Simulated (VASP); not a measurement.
# SiNi3 (Pm-3m) in VASP: further runs

The runs below take SiNi3 through single point, with LDA, PBEsol.

All numbers are computed with VASP 6.6.1; they aren't measurements. Logs are shortened: lines on timing, memory, paths and dates and some standing lists are left out, and cuts for length are marked.

**1. The cell of the first run**

Symmetry: Pm-3m, No. 221, cubic system. The conventional cell has a = 3.494 Å, b = 3.494 Å, c = 3.494 Å, α = 90.00°, β = 90.00°, γ = 90.00°. Within 3.3 Å of Ni (site symmetry 4/mmm) lie 8 Ni at 2.47 Å and 4 Si at 2.47 Å. Within 3.3 Å of Si (site symmetry m-3m) lie 12 Ni at 2.47 Å.

**2. Single point, LDA, collinear spin, ferromagnetic start**

File INCAR:

```
SYSTEM = SiNi3
ALGO = Fast
EDIFF = 1E-7
ENCUT = 520
ISIF = 2
ISMEAR = -1
ISPIN = 2
LASPH = .True.
LCHARG = .True.
LELF = .True.
LMAXMIX = 4
LORBIT = 11
LREAL = .False.
LVHAR = .True.
LWAVE = .False.
MAGMOM = 1 1 1 0
NBANDS = 29
NELM = 150
PREC = Accurate
SIGMA = 0.05
```

File KPOINTS:

```
k-points
0
Gamma
  8 8 8
  0 0 0
```

File POSCAR:

```
SiNi3
1.0
    3.4941292669      0.0000000000      0.0000000000
    0.0000000000      3.4941292669      0.0000000000
    0.0000000000      0.0000000000      3.4941292669
Ni Si
3 1
Direct
    0.5000000000      0.5000000000      0.0000000000
    0.5000000000      0.0000000000      0.5000000000
    0.0000000000      0.5000000000      0.5000000000
    0.0000000000      0.0000000000      0.0000000000
```

Potentials or basis: VASP PAW LDA potentials, release 64 (Ni, Si).

The run is started by

```console
cat potpaw_LDA.64/Ni/POTCAR potpaw_LDA.64/Si/POTCAR > POTCAR
mpirun -np 1 vasp_std > vasp.out
```

OUTCAR:

```text
SYSTEM = SiNi3
   EDIFF = 1E-7
   ENCUT = 520
   ISIF = 2
   ISMEAR = -1
   ISPIN = 2
   LASPH = .True.
   LORBIT = 11
   LREAL = .False.
   NELM = 150
   PREC = Accurate

 ion  position               nearest neighbor table
   1  0.500  0.500  0.000-   2 2.47   3 2.47   4 2.47   2 2.47   3 2.47   2 2.47   4 2.47   2 2.47
                             3 2.47   4 2.47   3 2.47   4 2.47
   2  0.500  0.000  0.500-   1 2.47   3 2.47   4 2.47   1 2.47   4 2.47   1 2.47   3 2.47   1 2.47
                             3 2.47   4 2.47   4 2.47   3 2.47
   3  0.000  0.500  0.500-   1 2.47   2 2.47   4 2.47   1 2.47   4 2.47   2 2.47   4 2.47   4 2.47
                             1 2.47   2 2.47   1 2.47   2 2.47
   4  0.000  0.000  0.000-   1 2.47   2 2.47   3 2.47   2 2.47   3 2.47   1 2.47   3 2.47   3 2.47
                             1 2.47   2 2.47   2 2.47   1 2.47

  LATTYP: Found a simple cubic cell.
 ALAT       =     3.4941292669

  Lattice vectors:

 A1 = (   3.4941292669,   0.0000000000,   0.0000000000)
 A2 = (   0.0000000000,   3.4941292669,   0.0000000000)
 A3 = (   0.0000000000,   0.0000000000,   3.4941292669)

Analysis of symmetry for initial positions (statically):
=====================================================================
 Subroutine PRICEL returns:
 Original cell was already a primitive cell.

 Routine SETGRP: Setting up the symmetry group for a
 simple cubic supercell.

 Subroutine GETGRP returns: Found 48 space group operations
 (whereof 48 operations were pure point group operations)
 out of a pool of 48 trial point group operations.

The static configuration has the point symmetry O_h .

Analysis of symmetry for dynamics (positions and initial velocities):
=====================================================================
 Subroutine PRICEL returns:
 Original cell was already a primitive cell.

 Routine SETGRP: Setting up the symmetry group for a
 simple cubic supercell.

 Subroutine GETGRP returns: Found 48 space group operations
 (whereof 48 operations were pure point group operations)
 out of a pool of 48 trial point group operations.

The dynamic configuration has the point symmetry O_h .

Analysis of structural, dynamic, and magnetic symmetry:
=====================================================================
 Subroutine PRICEL returns:
 Original cell was already a primitive cell.

 Routine SETGRP: Setting up the symmetry group for a
 simple cubic supercell.

 Subroutine GETGRP returns: Found 48 space group operations
 (whereof 48 operations were pure point group operations)
 out of a pool of 48 trial point group operations.

The overall configuration has the point symmetry O_h .

 Subroutine INISYM returns: Found 48 space group operations
 (whereof 48 operations are pure point group operations),
 and found     1 'primitive' translations

----------------------------------------------------------------------------------------

                                     Primitive cell

  volume of cell :      42.6596

  direct lattice vectors                    reciprocal lattice vectors
     3.494129267  0.000000000  0.000000000     0.286194334  0.000000000  0.000000000
     0.000000000  3.494129267  0.000000000     0.000000000  0.286194334  0.000000000
     0.000000000  0.000000000  3.494129267     0.000000000  0.000000000  0.286194334

  length of vectors
     3.494129267  3.494129267  3.494129267     0.286194334  0.286194334  0.286194334

  position of ions in fractional coordinates (direct lattice)
     0.500000000  0.500000000  0.000000000
     0.500000000  0.000000000  0.500000000
     0.000000000  0.500000000  0.500000000
     0.000000000  0.000000000  0.000000000

  ion indices of the primitive-cell ions
   primitive index   ion index
                 1           1
                 2           2
                 3           3
                 4           4

----------------------------------------------------------------------------------------

 KPOINTS: k-points

Automatic generation of k-mesh.
 Grid dimensions read from file:
 generate k-points for:    8    8    8

 Generating k-lattice:

  Cartesian coordinates                     Fractional coordinates (reciprocal lattice)
     0.035774292  0.000000000  0.000000000     0.125000000  0.000000000  0.000000000
     0.000000000  0.035774292  0.000000000     0.000000000  0.125000000  0.000000000
     0.000000000  0.000000000  0.035774292     0.000000000  0.000000000  0.125000000

  Length of vectors
     0.035774292  0.035774292  0.035774292

  Shift w.r.t. Gamma in fractional coordinates (k-lattice)
     0.000000000  0.000000000  0.000000000

 Subroutine IBZKPT returns following result:
 ===========================================

 Found     35 irreducible k-points:

 Following reciprocal coordinates:
            Coordinates               Weight
  0.000000  0.000000  0.000000      1.000000
  0.125000  0.000000  0.000000      6.000000
  0.250000  0.000000  0.000000      6.000000
  0.375000  0.000000  0.000000      6.000000
  0.500000  0.000000  0.000000      3.000000
  0.125000  0.125000  0.000000     12.000000
[... 16 lines left out ...]
  0.375000  0.375000  0.125000     24.000000
  0.500000  0.375000  0.125000     24.000000
 [... further k-points ...]
   k-points           NKPTS =     35   k-points in BZ     NKDIM =     35   number of bands    NBANDS=     29
   number of dos      NEDOS =    301   number of ions     NIONS =      4
   total plane-waves  NPLWV =  21952
   dimension x,y,z NGX =    28 NGY =   28 NGZ =   28
   dimension x,y,z NGXF=    56 NGYF=   56 NGZF=   56
   ions per type =               3   1
   NGX,Y,Z   is equivalent  to a cutoff of  13.32, 13.32, 13.32 a.u.
   NGXF,Y,Z  is equivalent  to a cutoff of  26.64, 26.64, 26.64 a.u.
 SYSTEM =  SiNi3
   PREC   = accura    normal or accurate (medium, high low for compatibility)
   ISTART =      0    job   : 0-new  1-cont  2-samecut
   ICHARG =      2    charge: 1-file 2-atom 10-const
   ISPIN  =      2    spin polarized calculation?
   LNONCOLLINEAR =      F non collinear calculations
   LSORBIT =      F    spin-orbit coupling
   LASPH  =      T    aspherical Exc in radial PAW
   ENCUT  =  520.0 eV  38.22 Ry    6.18 a.u.   6.50  6.50  6.50*2*pi/ulx,y,z
   NELM   =    150;   NELMIN=  2; NELMDL= -5     # of ELM steps
   EDIFF  = 0.1E-06   stopping-criterion for ELM
   LREAL  =      F    real-space projection
   EDIFFG = 0.1E-05   stopping-criterion for IOM
   NSW    =      0    number of steps for IOM
   IBRION =     -1    ionic relax: 0-MD 1-quasi-New 2-CG
   NFREE  =      0    steps in history (QN), initial steepest desc. (CG)
   ISIF   =      2    stress and relaxation
   ISYM   =      2    0-nonsym 1-usesym 2-fastsym
   POTIM  = 0.5000    time-step for ionic-motion
   TEBEG  =    0.0;   TEEND  =   0.0 temperature during run
   PSTRESS=    0.0 pullay stress
   NELECT =      34.0000    total number of electrons
   NUPDOWN=      -1.0000    fix difference up-down
   EMIN   =  10.00;   EMAX   =-10.00  energy-range for DOS
   EFERMI =   0.00;   METHOD = LEGACY
   ISMEAR =    -1;   SIGMA  =   0.05  broadening in eV -4-tet -1-fermi 0-gaus
   EFERMI_NEDOS =   21; number of points for ismear=-14 and -15
   IALGO  =     68    algorithm
   IMIX   =      4    mixing-type and parameters
     AMIX     =   0.40;   BMIX     =  1.00
     AMIX_MAG =   1.60;   BMIX_MAG =  1.00
  volume/ion in A,a.u.               =      10.66        71.97
  Fermi-wavevector in a.u.,A,eV,Ry     =   1.517850  2.868320 31.346033  2.303868
  Thomas-Fermi vector in A             =   2.627050
   LORBIT       =     11    0 simple, 1 ext, 2 COOP (PROOUT), +10 PAW based schemes
   GGA     = CA    functional components
   LHFCALC =     F    Hartree Fock is set to
   AEXX    =    0.0000 exact exchange contribution
   IVDW    =     0    specifies the selected vdW correction
   LEPSILON=     F    determine dielectric tensor
   LRPA    =     F    only Hartree local field effects (RPA)
 spin polarized calculation
 RMM-DIIS sequential band-by-band and
  energy-cutoff  :      520.00
  volume of cell :       42.66
 maximum number of plane-waves:      1189
 NGX is ok and might be reduce to    28
   NGX = 13   NGY = 13   NGZ = 13

 number of electron      33.9999976 magnetization      -0.0170460

 number of electron      33.9999976 magnetization       0.0001841

 Free energy of the ion-electron system (eV)
  ---------------------------------------------------
  ext. energy  EPLUGINS =         0.00000000
  ---------------------------------------------------
  free energy    TOTEN  =       -27.83201843 eV

  energy without entropy =      -27.81490933  energy(sigma->0) =      -27.82346388

 E-fermi :  10.5788     XC(G=0): -13.4290

 val. band max:       10.5099154423   @ k =   0.1250   0.1250   0.0000
 cond. band min:      10.5974205639   @ k =   0.5000   0.3750   0.3750
 fundamental gap:      0.0875051217
 Fermi energy:        10.5788437305

 spin component 1

 k-point     1 :       0.0000    0.0000    0.0000
  band No.  band energies     occupation
      1      -1.3561      1.00000
      2       5.6552      1.00000
      3       6.4710      1.00000
      4       6.4710      1.00000
      5       6.9695      1.00000
      6       6.9695      1.00000
[... 757 lines left out ...]
     28      25.5877      0.00000
     29      27.8156      0.00000

 [... further k-points ...]

 spin component 2

 k-point     1 :       0.0000    0.0000    0.0000
  band No.  band energies     occupation
      1      -1.3561      1.00000
      2       5.6552      1.00000
      3       6.4711      1.00000
      4       6.4711      1.00000
      5       6.9695      1.00000
      6       6.9695      1.00000
[... 757 lines left out ...]
     28      25.5877      0.00000
     29      27.7488      0.00000

 [... further k-points ...]

------------------------ aborting loop because EDIFF is reached ----------------------------------------

  FORCE on cell =-STRESS in cart. coord.  units (eV):
  Direction    XX          YY          ZZ          XY          YZ          ZX
  --------------------------------------------------------------------------------------
  -------------------------------------------------------------------------------------
  Total       -3.3760453     -3.3760453     -3.3760453     -0.0000000      0.0000000     -0.0000000
  in kB     -126.7949465   -126.7949465   -126.7949465     -0.0000000      0.0000000     -0.0000000
  external PRESSURE =    -126.7949465 kB  Pullay stress =       0.0000000 kB

 VOLUME and BASIS-vectors are now :
 -----------------------------------------------------------------------------
  energy-cutoff  :      520.00
  volume of cell :       42.66
      direct lattice vectors                 reciprocal lattice vectors
     3.494129267  0.000000000  0.000000000     0.286194334  0.000000000  0.000000000
     0.000000000  3.494129267  0.000000000     0.000000000  0.286194334  0.000000000
     0.000000000  0.000000000  3.494129267     0.000000000  0.000000000  0.286194334

 POSITION                                       TOTAL-FORCE (eV/Angst)
 -----------------------------------------------------------------------------------
      1.74706      1.74706      0.00000         0.000000      0.000000      0.000000
      1.74706      0.00000      1.74706         0.000000      0.000000      0.000000
      0.00000      1.74706      1.74706         0.000000      0.000000      0.000000
      0.00000      0.00000      0.00000         0.000000      0.000000      0.000000
 -----------------------------------------------------------------------------------
    total drift:                                0.000000      0.000000      0.000000

  FREE ENERGIE OF THE ION-ELECTRON SYSTEM (eV)
  ---------------------------------------------------
  free  energy   TOTEN  =       -27.8320184298 eV

  energy  without entropy=      -27.8149093307  energy(sigma->0) =      -27.82346388

 total charge

# of ion       s       p       d       tot
------------------------------------------
    1        0.493   0.580   8.432   9.505
    2        0.493   0.580   8.432   9.505
    3        0.493   0.580   8.432   9.505
    4        0.735   0.827   0.000   1.562
--------------------------------------------------
tot          2.214   2.567  25.297  30.077

 magnetization (x)

# of ion       s       p       d       tot
------------------------------------------
    1       -0.000  -0.000   0.000   0.000
    2       -0.000  -0.000   0.000   0.000
    3       -0.000  -0.000   0.000   0.000
    4       -0.000  -0.000   0.000  -0.000
--------------------------------------------------
tot         -0.000  -0.000   0.000   0.000
```

It took 40 s on 1 thread of Intel Xeon 6975P-C (Granite Rapids), shared host; peak memory 0.19 GiB.

What came out:

```
Free energy                                           : -27.8320 eV
Pressure                                              : -12.7 GPa
Band gap on the k mesh                                : zero (filled and empty bands overlap)
Net moment                                            : 0.00 μB per cell
Valence electrons inside the program's atomic spheres : Ni 9.51; Si 1.56
```

Levels at points of the mesh, in eV from the Fermi level:
Spin up:
| k point | band 14 | band 15 | band 16 | band 17 | band 18 | band 19 | band 20 | band 21 |
| --- | --- | --- | --- | --- | --- | --- | --- | --- |
| (0.00, 0.00, 0.00) | -0.61 | -0.61 | -0.29 | 0.02 | 0.02 | 0.02 | 4.90 | 6.43 |
| (0.50, 0.00, 0.00) | -1.29 | -1.16 | -0.54 | 0.03 | 3.67 | 3.67 | 5.22 | 5.32 |
| (0.50, 0.50, 0.00) | -1.43 | -1.13 | -1.02 | -0.98 | 0.68 | 0.68 | 5.68 | 6.40 |
| (0.50, 0.50, 0.50) | -1.27 | -1.27 | -0.37 | -0.21 | -0.21 | -0.21 | 1.25 | 4.07 |
Spin down:
| k point | band 13 | band 14 | band 15 | band 16 | band 17 | band 18 | band 19 | band 20 | band 21 | band 22 |
| --- | --- | --- | --- | --- | --- | --- | --- | --- | --- | --- |
| (0.00, 0.00, 0.00) | -0.85 | -0.61 | -0.61 | -0.29 | 0.02 | 0.02 | 0.02 | 4.90 | 6.43 | 6.43 |
| (0.50, 0.00, 0.00) | -1.35 | -1.29 | -1.16 | -0.54 | 0.03 | 3.67 | 3.67 | 5.22 | 5.32 | 5.32 |
| (0.50, 0.50, 0.00) | -1.45 | -1.43 | -1.13 | -1.02 | -0.98 | 0.68 | 0.68 | 5.68 | 6.40 | 7.74 |
| (0.50, 0.50, 0.50) | -1.45 | -1.27 | -1.27 | -0.37 | -0.21 | -0.21 | -0.21 | 1.25 | 4.07 | 4.07 |

Caveat: the cell stands under tension.

(Continued in part 2 of 3.)
